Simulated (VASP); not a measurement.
Wanted: the native input for a VASP 6.6.1 run.

```
Task                   : single point
Functional             : r2SCAN
Potentials or basis    : VASP PAW PBE potentials, release 64 (Na_pv, F)
Cutoff                 : 520 eV
k mesh                 : 10 × 10 × 10
Occupations            : gaussian, width 0.01 eV
Spin                   : no spin polarisation
Dipole correction      : no
Further INCAR settings : ALGO = Normal; EDIFF = 1e-06; NBANDS = 14
```

Crystal: NaF.

```
Na F
1.0
     0.00000    2.28568    2.28568
     2.28568    0.00000    2.28568
     2.28568    2.28568    0.00000
Na F
1 1
Direct
  0.00000 0.00000 0.00000
  0.50000 0.50000 0.50000
```

This cell differs from its parent crystal: strain -0.5%.

One way to write it, as run:

POSCAR

```
NaF
1.0
    0.0000000000      2.2856822396      2.2856822396
    2.2856822396      0.0000000000      2.2856822396
    2.2856822396      2.2856822396      0.0000000000
Na F
1 1
Direct
    0.0000000000      0.0000000000      0.0000000000
    0.5000000000      0.5000000000      0.5000000000
```

INCAR.step1

```
SYSTEM = NaF
PREC     = Accurate       ! precision mode
ENCUT    = 520            ! plane-wave cutoff, eV
ISMEAR   = 0              ! smearing method
SIGMA    = 0.01           ! smearing width, eV
LREAL    = .False.        ! projectors in reciprocal space
LASPH    = .True.         ! aspherical terms in the spheres
NELM     = 100            ! most SCF steps
NBANDS   = 14             ! bands
GGA      = PE             ! functional
ALGO     = Normal         ! electronic algorithm
EDIFF    = 1E-4           ! SCF threshold, eV
LWAVE    = .True.         ! write WAVECAR
LCHARG   = .False.        ! write CHGCAR
```

INCAR.step2

```
SYSTEM = NaF
PREC     = Accurate       ! precision mode
ENCUT    = 520            ! plane-wave cutoff, eV
EDIFF    = 1E-6           ! SCF threshold, eV
ISMEAR   = 0              ! smearing method
SIGMA    = 0.01           ! smearing width, eV
LREAL    = .False.        ! projectors in reciprocal space
LASPH    = .True.         ! aspherical terms in the spheres
NELM     = 100            ! most SCF steps
ALGO     = Normal         ! electronic algorithm
ISIF     = 2              ! what is computed and relaxed
LWAVE    = .False.        ! write WAVECAR
LCHARG   = .False.        ! write CHGCAR
METAGGA  = R2SCAN         ! meta-GGA
LMIXTAU  = .True.       
NBANDS   = 14             ! bands
ISTART   = 1
```

KPOINTS

```
regular mesh
0
Gamma
  10 10 10
  0 0 0
```

Potentials or basis: VASP PAW PBE potentials, release 64 (Na_pv, F).

Launch:

```bash
$ cat potpaw_PBE.64/Na_pv/POTCAR potpaw_PBE.64/F/POTCAR > POTCAR
$ cp INCAR.step1 INCAR
$ mpirun -np 1 vasp_std > vasp.out
$ cp INCAR.step2 INCAR
$ mpirun -np 1 vasp_std > vasp.out
```

It gave:

```yaml
Pressure: 0.0 GPa
Band_gap_on_the_k_mesh: 7.41 eV, direct
```

Caveat: the cell differs from its parent crystal (strain -0.5%); the PAW data sets were made with another functional, which shifts forces and pressure a little.

Run time: 57 s on 1 thread of Intel(R) Xeon(R) Platinum 8259CL CPU @ 2.50GHz (Skylake/Cascade Lake), with other jobs on the host, peak memory 0.13 GiB.
